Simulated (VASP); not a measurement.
NbB2, 3 atoms in the cell. It takes space group P6/mmm (No. 191, hexagonal). The conventional cell has a = 3.131 Å, b = 3.131 Å, c = 3.361 Å, α = 90.00°, β = 90.00°, γ = 120.00°. Within 3.3 Å of Nb (site symmetry 6/mmm) lie 12 B at 2.47 Å and 6 Nb at 3.13 Å. Within 2.4 Å of B (site symmetry -6m2) lie 3 B at 1.81 Å.  This cell differs from its parent crystal: volume scaled by 1.03, then relaxed in part.

```yaml
Program: VASP 6.6.1
Task: single point
Functional: r2SCAN
Potentials_or_basis: VASP PAW PBE potentials, release 64 (Nb_sv, B)
Cutoff: 520 eV
k_mesh: 18 × 18 × 12
Occupations: gaussian, width 0.1 eV
Spin: no spin polarisation
Dipole_correction: no
Further_INCAR_settings: ALGO = Normal; EDIFF = 1e-06; NBANDS = 16
```

Potentials or basis: VASP PAW PBE potentials, release 64 (Nb_sv, B).

The run is started by

```sh
$ cat potpaw_PBE.64/Nb_sv/POTCAR potpaw_PBE.64/B/POTCAR > POTCAR
$ cp INCAR.step1 INCAR
$ mpirun -np 1 vasp_std > vasp.out
$ cp INCAR.step2 INCAR
$ mpirun -np 1 vasp_std > vasp.out
```

Hardware: 1 thread of Intel(R) Xeon(R) 6975P-C (Granite Rapids), with other jobs on the host.

Q: How long does it take, and how much memory?

A: Wall time 2 min on 1 thread of Intel(R) Xeon(R) 6975P-C (Granite Rapids), with other jobs on the host, peak memory 0.24 GiB. Counts: k points 259.
